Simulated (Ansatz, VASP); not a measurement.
BaAs2Rh2 in VASP and in Ansatz

```xyz
5
Lattice="-1.9994 1.9994 6.3143 1.9994 -1.9994 6.3143 1.9994 1.9994 -6.3143" Properties=species:S:1:pos:R:3 pbc="T T T"
Ba    0.0000    0.0000    0.0000
As    0.0000    0.0000    4.5164
As    0.0000    0.0000    8.1123
Rh    0.0000    1.9994    3.1572
Rh    1.9994    0.0000    3.1572
```

Alike in both runs: task electric field gradients; functional LDA; k mesh 12 × 12 × 12; occupations fermi-dirac, width 0.15 eV; no spin polarisation.

|  | VASP | Ansatz |
| --- | --- | --- |
| version | VASP 6.6.1 | Ansatz 0.2.0 |
| potentials or method | VASP PAW LDA potentials, release 64 (Ba_sv, As, Rh_pv), cutoff 400 eV | scalar-relativistic, plane waves, PAW |
| valence electrons in the cell | 50 | 74 |

|  | VASP | Ansatz | Ansatz less VASP |
| --- | --- | --- | --- |
| gap on the k mesh at the Fermi level (eV) | none | none | - |
| pressure (GPa) | 0.7 | 0.0 | -0.67 |
| traceless stress, the component that is largest in VASP (GPa) | -0.10 | 0.00 | +0.098 |
| rms of the force components (eV/Å) | 0.008 | 0.000 | -0.0080 |
| size of Vzz on the site where it differs most (V/Å²) | 23.1 | 7.2 | -15.97 |

LDA's correlation is that of Perdew and Zunger in VASP and of Perdew and Wang (1992) in Ansatz. Atom by atom the forces differ by 0.008 eV/Å (rms over components). A gap of «none» marks a metal or a gap that the smearing closes. VASP's potentials hold 50 valence electrons a cell and Ansatz's 74, so a difference there can come from the potentials and not from the codes.

Neither program's run includes spin-orbit coupling.
